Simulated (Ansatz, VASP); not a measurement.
ZnS in VASP and in Ansatz

```
Zn S
1.0
     3.60569    0.00000    0.00000
    -1.80284    3.12262    0.00000
     0.00000    0.00000    7.10176
Zn S
2 2
Direct
  0.33333 0.66667 0.00544
  0.66667 0.33333 0.50544
  0.33333 0.66667 0.37956
  0.66667 0.33333 0.87956
```

Alike in both runs: task single point; functional PBEsol; k mesh 9 × 9 × 6; occupations gaussian, width 0.05 eV; no spin polarisation.

```csv
,VASP,Ansatz
version,VASP 6.6.1,Ansatz 0.2.0
potentials or method,"VASP PAW PBE potentials, release 64 (Zn, S), cutoff 520 eV","scalar-relativistic, plane waves, PAW"
valence electrons in the cell,36,36
```

Ansatz gave:

```
gap on the k mesh at the Fermi level (eV)                     : 1.11
least direct gap on the mesh (eV)                             : 1.11
pressure (GPa)                                                : 0.5
traceless stress, the component that is largest in VASP (GPa) : -12.39
rms of the force components (eV/Å)                            : 0.198
```

Task: Which values does VASP return?

Result: gap on the k mesh at the Fermi level (eV): 1.10; least direct gap on the mesh (eV): 1.10; pressure (GPa): 0.7; traceless stress, the component that is largest in VASP (GPa): -12.47; rms of the force components (eV/Å): 0.205.

VASP's potentials were made for PBE, not for PBEsol. Atom by atom the forces differ by 0.007 eV/Å (rms over components).
